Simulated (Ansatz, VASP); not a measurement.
WSe2 in VASP and in Ansatz

INCAR

```
SYSTEM = WSe2
ALGO     = Normal         ! electronic algorithm
EDIFF    = 1E-6           ! SCF threshold, eV
ENCUT    = 520            ! plane-wave cutoff, eV
GGA      = PE             ! functional
ISIF     = 2              ! what is computed and relaxed
ISMEAR   = 0              ! smearing method
IVDW     = 12             ! dispersion correction
LASPH    = .TRUE.         ! aspherical terms in the spheres
LCHARG   = .FALSE.        ! write CHGCAR
LREAL    = .FALSE.        ! projectors in reciprocal space
LWAVE    = .FALSE.        ! write WAVECAR
NBANDS   = 20             ! bands
NELM     = 60             ! most SCF steps
PREC     = Accurate       ! precision mode
SIGMA    = 0.05           ! smearing width, eV
```

The input KPOINTS:

```
k-points
0
G
  9 9 4
  0 0 0
```

Contents of POSCAR:

```
WSe2
1.0
    3.3795566996      0.0000000000      0.0000000000
   -1.6897783498      2.9267819554      0.0000000000
    0.0000000000      0.0000000000      6.5948669437
W Se
1 2
Direct
    0.0000000000      0.0000000000      0.0000000000
    0.3333333333      0.6666666667      0.2762384783
    0.3333333333      0.6666666667      0.7237615217
```

Input for Ansatz:

```yaml
crystal:
  lattice:
    - [3.3795566996, 0.0, 0.0]
    - [-1.6897783498, 2.9267819554, 0.0]
    - [0.0, 0.0, 6.5948669437]
  atoms:
    - { symbol: W, position: [0.0, 0.0, 0.0] }
    - { symbol: Se, position: [0.3333333333, 0.6666666667, 0.2762384783] }
    - { symbol: Se, position: [0.3333333333, 0.6666666667, 0.7237615217] }
basis:
  ecutwfc: 420
kpoints:
  mp_grid: { grid: [9, 9, 4] }
hamiltonian:
  xc: pbe
  pseudopotentials: { kind: paw, azcp: { folder: soft_1 } }
  dispersion: d3bj
scf:
  occupations: { method: gaussian, width: 0.05 }
output:
  forces: true
  stress: true
  eigenvalues: true
```

Alike in both runs: task single point; functional PBE; dispersion D3(BJ); k mesh 9 × 9 × 4; occupations gaussian, width 0.05 eV; no spin polarisation.

|  | VASP | Ansatz |
| --- | --- | --- |
| version | VASP 6.6.1 | Ansatz 0.2.0 |
| potentials or method | VASP PAW PBE potentials, release 64 (W_sv, Se), cutoff 520 eV | scalar-relativistic, plane waves, PAW |
| valence electrons in the cell | 26 | 46 |

```tsv
	VASP	Ansatz	Ansatz less VASP
gap on the k mesh at the Fermi level (eV)	0.62	0.62	+0.003
least direct gap on the mesh (eV)	1.24	1.24	+0.004
pressure (GPa)	-12.2	-12.4	-0.17
traceless stress, the component that is largest in VASP (GPa)	-0.40	-0.45	-0.051
rms of the force components (eV/Å)	1.425	1.437	+0.0119
```

Atom by atom the forces differ by 0.012 eV/Å (rms over components). VASP's potentials hold 26 valence electrons a cell and Ansatz's 46, so a difference there can come from the potentials and not from the codes.

Neither program's run includes spin-orbit coupling.
